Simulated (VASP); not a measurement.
Set up this calculation in VASP 6.6.1, as the native input.

- Task: single point
- Functional: LDA
- Potentials or basis: VASP PAW LDA potentials, release 64 (Si, O)
- Cutoff: 520 eV
- k mesh: 6 × 6 × 6
- Occupations: gaussian, width 0.02 eV
- Spin: no spin polarisation
- Dipole correction: no
- Further INCAR settings: ALGO = Normal; EDIFF = 1e-07; NBANDS = 25

The structure of SiO2 lies in POSCAR:

```
SiO2
1.0
   -2.4644439979      2.4644439979      3.6444028402
    2.4644439979     -2.4644439979      3.6444028402
    2.4644439979      2.4644439979     -3.6444028402
Si O
2 4
Direct
    0.0000000000      0.0000000000      0.0000000000
    0.7500000000      0.2500000000      0.5000000000
    0.3750000000      0.2235465642      0.3485465642
    0.9735465642      0.6250000000      0.8485465642
    0.7764534358      0.1250000000      0.1514534358
    0.8750000000      0.0264534358      0.6514534358
```

One way to write it, as run:

INCAR

```
SYSTEM = SiO2
PREC = Accurate
ENCUT = 520
EDIFF = 1E-7
ISMEAR = 0
SIGMA = 0.02
LREAL = .False.
LASPH = .True.
NELM = 80
ALGO = Normal
ISIF = 2
LWAVE = .False.
LCHARG = .False.
GGA = CA
NBANDS = 25
```

KPOINTS

```
Automatic mesh
0
Gamma
  6 6 6
  0 0 0
```

Potentials or basis: VASP PAW LDA potentials, release 64 (Si, O).

The run is started by

```sh
$ cat potpaw_LDA.64/Si/POTCAR potpaw_LDA.64/O/POTCAR > POTCAR
$ mpirun -np 1 vasp_std > vasp.out
```

Results of the run:

The pressure is 0.6 GPa and the largest force is 0.030 eV/Å. The band gap on the k mesh is 5.76 eV, direct.

Wall time 31 s on 1 thread of Intel(R) Xeon(R) 6975P-C (Granite Rapids) (shared host), peak memory 0.21 GiB.
